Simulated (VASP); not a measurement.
Input of a VASP 6.6.1 run:

File INCAR:

```
ALGO     = Normal         # electronic algorithm
EDIFF    = 1E-6           # SCF threshold, eV
ENCUT    = 520            # plane-wave cutoff, eV
GGA      = PE             # functional
ISIF     = 2              # what is computed and relaxed
ISMEAR   = 0              # smearing method
LASPH    = T              # aspherical terms in the spheres
LCHARG   = F              # write CHGCAR
LREAL    = F              # projectors in reciprocal space
LWAVE    = F              # write WAVECAR
NBANDS   = 20             # bands
NELM     = 60             # most SCF steps
PREC     = Accurate       # precision mode
SIGMA    = 0.1            # smearing width, eV
```

The input KPOINTS:

```
k-points
0
Gamma
  6 6 4
```

POSCAR

```
Si2P3
1.0
    3.4650425768      0.0000000000      0.0000000000
   -1.7325212884      3.0008148967      0.0000000000
    0.0000000000      0.0000000000      7.7479547668
Si P
2 3
Direct
    0.3333333333      0.6666666667      0.1987595902
    0.6666666667      0.3333333333      0.8012404098
    0.0000000000      0.0000000000      0.0000000000
    0.3333333333      0.6666666667      0.6455489993
    0.6666666667      0.3333333333      0.3544510007
```

Potentials or basis: VASP PAW PBE potentials, release 64 (Si, P).

The run is started by

```console
$ cat potpaw_PBE.64/Si/POTCAR potpaw_PBE.64/P/POTCAR > POTCAR
$ mpirun -np 1 vasp_std > vasp.out
```

Q: Predict the pressure.

A: -0.1 GPa.

Q: Predict the largest force.

A: 0.049 eV/Å.

Forces on the atoms (eV/Å):
```
Si   0.000  0.000  0.039
Si   0.000  0.000 -0.039
P    0.000  0.000  0.000
P    0.000  0.000  0.049
P    0.000  0.000 -0.049
```
